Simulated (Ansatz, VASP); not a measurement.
**One calculation of SrLi2SnSe4, two programs**

```
CELL_PARAMETERS angstrom
-3.51888 3.51888 4.15232
3.51888 -3.51888 4.15232
3.51888 3.51888 -4.15232
ATOMIC_POSITIONS crystal
Sn 0.00000 0.00000 0.00000
Sr 0.50000 0.50000 0.00000
Li 0.25000 0.75000 0.50000
Li 0.75000 0.25000 0.50000
Se 0.03413 0.03413 0.41656
Se 0.96587 0.38243 0.00000
Se 0.61757 0.61757 0.58344
Se 0.38243 0.96587 0.00000
```

Alike in both runs: functional r2SCAN; k mesh 4 × 4 × 4; no spin polarisation.

Ansatz relaxed the structure, and its values are those at the end. VASP's run is a single point on that final structure, the one shown.

```csv
,VASP,Ansatz
version,VASP 6.6.1,Ansatz 0.2.0
potentials or method,"VASP PAW PBE potentials, release 64 (Sn_d, Sr_sv, Li_sv, Se), cutoff 520 eV",PAW plane waves
occupations,"methfessel-paxton of order 1, width 0.0134 eV","cold, width 0.0134 eV"
valence electrons in the cell,54,94
```

Ansatz gave:

* gap on the k mesh at the Fermi level (eV): 2.09
* rms of the force components (eV/Å): 0.001

Q: Estimate VASP's values.

A: gap on the k mesh at the Fermi level (eV): 2.09; rms of the force components (eV/Å): 0.003.

VASP's potentials were made for PBE, not for r2SCAN. VASP's potentials hold 54 valence electrons a cell and Ansatz's 94, so a difference there can come from the potentials and not from the codes.

Noted on VASP's run: the cutoff is short for stress, so the pressure is rough.
